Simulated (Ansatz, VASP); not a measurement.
## PtPb: VASP beside Ansatz

```
Pt Pb
1.0
     4.16324    0.00000    0.00000
    -2.08162    3.60547    0.00000
     0.00000    0.00000    5.34462
Pt Pb
2 2
Direct
  0.33333 0.66667 0.25000
  0.66667 0.33333 0.75000
  0.00000 0.00000 0.00000
  0.00000 0.00000 0.50000
```

Change from the starting cell: volume scaled by 0.94.

Alike in both runs: task single point; functional LDA; k mesh 10 × 10 × 7; occupations fermi-dirac, width 0.05 eV; no spin polarisation.

```csv
,VASP,Ansatz
version,VASP 6.6.1,Ansatz 0.2.0
potentials or method,"VASP PAW LDA potentials, release 64 (Pt, Pb_d), cutoff 520 eV","all-electron LAPW, scalar-relativistic"
```

VASP gave:

```
pressure (GPa)                                                : 16.6
traceless stress, the component that is largest in VASP (GPa) : 20.38
```

Question: Estimate Ansatz's values.

Answer: Pressure (GPa): 16.1; traceless stress, the component that is largest in VASP (GPa): 20.41.

LDA's correlation is that of Perdew and Zunger in VASP and of Perdew and Wang (1992) in Ansatz. Ansatz ran all-electron here, and VASP with PAW potentials.

Neither program's run includes spin-orbit coupling.
